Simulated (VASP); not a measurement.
Input of a VASP 6.6.1 run:

File INCAR:

```
PREC = Accurate ; ENCUT = 520
EDIFF = 1E-6 ; ISMEAR = -1
SIGMA = 0.05 ; LREAL = False
LASPH = True ; NELM = 150
ALGO = Normal ; ISIF = 2
LWAVE = False ; LCHARG = False
LNONCOLLINEAR = True ; MAGMOM = 0 0 0.5 0 0 -0.5
LORBIT = 11 ; LSORBIT = True
GGA_COMPAT = False ; LORBMOM = True
LMAXMIX = 4 ; GGA = PE
NBANDS = 32
```

The input KPOINTS:

```
regular mesh
0
Gamma
  10 10 10
```

File POSCAR:

```
Pd
1.0
    0.0000000000      2.6130399928      2.6130399928
    2.6130399928      0.0000000000      2.6130399928
    2.6130399928      2.6130399928      0.0000000000
Pd
2
Direct
    0.0000000000      0.0000000000      0.0000000000
    0.5000000000      0.5000000000      0.5000000000
```

Potentials or basis: VASP PAW PBE potentials, release 64 (Pd).

The run is started by

```console
$ cat potpaw_PBE.64/Pd/POTCAR > POTCAR
$ mpirun -np 1 vasp_ncl > vasp.out
```

(1) Predict the pressure.

(2) Estimate the net moment.

Results:

(1) -0.1 GPa.

(2) 0.00 μB per cell.
